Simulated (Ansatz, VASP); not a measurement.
## MgS in VASP and in Ansatz

```xyz
2
Lattice="0.0000 2.5648 2.5648 2.5648 0.0000 2.5648 2.5648 2.5648 0.0000" Properties=species:S:1:pos:R:3 pbc="T T T"
Mg    0.0000    0.0000    0.0000
S     2.5648    2.5648    2.5648
```

Alike in both runs: functional LDA; k mesh 8 × 8 × 8; occupations gaussian, width 0.02 eV; no spin polarisation.

Ansatz relaxed the structure, and its values are those at the end. VASP's run is a single point on that final structure, the one shown.

|  | VASP | Ansatz |
| --- | --- | --- |
| version | VASP 6.6.1 | Ansatz 0.2.0 |
| potentials or method | VASP PAW LDA potentials, release 64 (Mg, S), cutoff 600 eV | scalar-relativistic, plane waves, PAW |
| valence electrons in the cell | 8 | 16 |

VASP gave:

* gap on the k mesh at the Fermi level (eV): 2.65
* least direct gap on the mesh (eV): 3.84
* pressure (GPa): -0.6

Q: Estimate Ansatz's values.

A: gap on the k mesh at the Fermi level (eV): 2.65; least direct gap on the mesh (eV): 3.82; pressure (GPa): 0.0.

Ansatz warns that its potentials were made for another functional, while VASP's fit it. LDA's correlation is that of Perdew and Zunger in VASP and of Perdew and Wang (1992) in Ansatz. VASP's potentials hold 8 valence electrons a cell and Ansatz's 16, so a difference there can come from the potentials and not from the codes.
